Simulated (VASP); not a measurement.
**BP: single point with LDA**

BP:

```
CELL_PARAMETERS angstrom
0.00000 2.25000 2.25000
2.25000 0.00000 2.25000
2.25000 2.25000 0.00000
ATOMIC_POSITIONS crystal
B 0.00000 0.00000 0.00000
P 0.25000 0.25000 0.25000
```

- Program: VASP 6.6.1
- Task: single point
- Functional: LDA
- Potentials or basis: VASP PAW LDA potentials, release 64 (B, P)
- Cutoff: 500 eV
- k mesh: 4 × 4 × 4
- Occupations: gaussian, width 0.01 eV
- Spin: no spin polarisation
- Dipole correction: no
- Further INCAR settings: ALGO = Normal; EDIFF = 1e-06; NBANDS = 11

```json
{"Pressure": "-0.1 GPa", "Band gap on the k mesh": "1.22 eV, indirect (least direct gap 3.40 eV)"}
```

Levels at points of the mesh, in eV from the valence-band top:
```tsv
k point	band 2	band 3	band 4	band 5	band 6	band 7
(0.00, 0.00, 0.00)	0.00	0.00	0.00	3.40	3.40	3.40
(0.50, 0.00, 0.00)	-9.21	-1.78	-1.78	3.92	4.67	4.67
(0.50, 0.50, 0.00)	-8.63	-4.21	-4.21	1.22	1.50	12.23
```

Wall time 1.8 s on 1 thread of Intel(R) Xeon(R) Platinum 8559C (Emerald Rapids) (shared host), peak memory 0.11 GiB.

Caveat: the k points lie up to 0.60 Å⁻¹ apart. As with any semilocal functional, this LDA gap is likely too small.
